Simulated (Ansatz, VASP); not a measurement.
## Two plane-wave programs on SiC

The input INCAR:

```
SYSTEM = SiC
PREC = Accurate ; ENCUT = 520
EDIFF = 1E-7 ; ISMEAR = 0
SIGMA = 0.05 ; LREAL = .FALSE.
LASPH = .TRUE. ; NELM = 100
ALGO = Normal ; ISIF = 2
LWAVE = .FALSE. ; LCHARG = .TRUE.
GGA = PS ; IVDW = 12
LELF = .TRUE. ; LVHAR = .TRUE.
NBANDS = 11
```

Contents of KPOINTS:

```
regular mesh
0
G
  10 10 10
  0 0 0
```

Contents of POSCAR:

```
SiC
1.0
    0.0000000000      2.1513946502      2.1513946502
    2.1513946502      0.0000000000      2.1513946502
    2.1513946502      2.1513946502      0.0000000000
Si C
1 1
Direct
    0.0000000000      0.0000000000      0.0000000000
    0.7500000000      0.7500000000      0.7500000000
```

Input for Ansatz:

```yaml
crystal:
  lattice:
    - [0.0, 2.1513946502, 2.1513946502]
    - [2.1513946502, 0.0, 2.1513946502]
    - [2.1513946502, 2.1513946502, 0.0]
  atoms:
    - { symbol: Si, position: [0.0, 0.0, 0.0] }
    - { symbol: C, position: [0.75, 0.75, 0.75] }
basis:
  ecutwfc: 420
  ecutrho_ratio: 4
kpoints:
  mp_grid: { grid: [10, 10, 10] }
hamiltonian:
  xc: pbesol
  dispersion: d3bj
scf:
  occupations: { method: gaussian, width: 0.05 }
output:
  forces: true
  stress: true
  eigenvalues: true
```

Alike in both runs: task single point; functional PBEsol; dispersion D3(BJ); k mesh 10 × 10 × 10; occupations gaussian, width 0.05 eV; no spin polarisation.

|  | VASP | Ansatz |
| --- | --- | --- |
| version | VASP 6.6.1 | Ansatz 0.2.0 |
| potentials or method | VASP PAW PBE potentials, release 64 (Si, C), cutoff 520 eV | scalar-relativistic, plane waves, PAW |
| valence electrons in the cell | 8 | 8 |

|  | VASP | Ansatz | Ansatz less VASP |
| --- | --- | --- | --- |
| gap on the k mesh at the Fermi level (eV) | 1.20 | 1.21 | +0.011 |
| least direct gap on the mesh (eV) | 4.48 | 4.49 | +0.010 |
| pressure (GPa) | 5.2 | 4.8 | -0.38 |

VASP's potentials were made for PBE, not for PBEsol.
